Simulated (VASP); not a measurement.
Cu:

```
CELL_PARAMETERS angstrom
2.53076 0.00000 0.00000
-1.26538 2.19171 0.00000
0.00000 0.00000 8.26182
ATOMIC_POSITIONS crystal
Cu 0.00000 0.00000 0.00000
Cu 0.00000 0.00000 0.50000
Cu 0.33333 0.66667 0.25000
Cu 0.66667 0.33333 0.75000
```

| Quantity | Value |
| --- | --- |
| Program | VASP 6.6.1 |
| Task | relaxation of cell and atoms |
| Functional | LDA |
| Potentials or basis | VASP PAW LDA potentials, release 64 (Cu) |
| Cutoff | 600 eV |
| k mesh | 11 × 11 × 3 |
| Occupations | methfessel-paxton, width 0.1 eV |
| Spin | no spin polarisation |

At the start: pressure -7.6 GPa; volume 11.46 Å³/atom.

**Question.** How do energy, volume and symmetry change on relaxing?

**Answer.** Over 6 steps the energy falls by 14.0 meV/atom and the volume is 10.93 Å³/atom (-4.6 %); space group P6_3/mmc (No. 194, to 0.05 Å).

Step by step:
```
step  energy change (eV)  largest force (eV/Å)  pressure (GPa)  volume (Å³)
   1              0.0000                0.0000           -7.62        45.83
   2             -0.0296                0.0000            6.52        42.31
   3             -0.0559                0.0000            0.09        43.66
   4             -0.0559                0.0000           -0.11        43.70
   5             -0.0561                0.0000           -0.16        43.71
   6             -0.0562                0.0000           -0.12        43.71
```

Final structure:
```xyz
4
Lattice="2.4856 0.0000 0.0000 -1.2428 2.1526 0.0000 0.0000 0.0000 8.1690" Properties=species:S:1:pos:R:3 pbc="T T T"
Cu    0.0000    0.0000    0.0000
Cu    0.0000    0.0000    4.0845
Cu    0.0000    1.4350    2.0422
Cu    1.2428    0.7175    6.1267
```
